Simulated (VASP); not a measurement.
CdTe:

```
Cd Te
1.0
     0.00000    3.27996    3.27996
     3.41115    0.00000    3.27996
     3.41115    3.27996    0.00000
Cd Te
1 1
Direct
  0.00000 0.00000 0.00000
  0.25000 0.25000 0.25000
```

This cell differs from its parent crystal: uniaxial x strain +4.0%.

Base run:

| Property | Result |
| --- | --- |
| Program | VASP 6.6.1 |
| Functional | r2SCAN |
| Potentials or basis | VASP PAW PBE potentials, release 64 (Cd, Te) |
| Cutoff | 520 eV |
| k mesh | 6 × 6 × 6 |
| Occupations | gaussian, width 0.01 eV |
| Spin | no spin polarisation |

Its results: band gap on the k mesh 0.98 eV, direct; pressure -1.4 GPa.

Q: The run is repeated on the same cell with these changes: functional from r2SCAN to PBE; occupations from gaussian, width 0.01 eV to fermi-dirac, width 0.02 eV. What comes out?

A: Band gap on the k mesh 0.50 eV, direct; pressure -0.3 GPa.

Caveats: spin-orbit coupling is left out, which moves the levels of the heavy elements; the PAW data sets were made with another functional, which shifts forces and pressure a little (some runs).

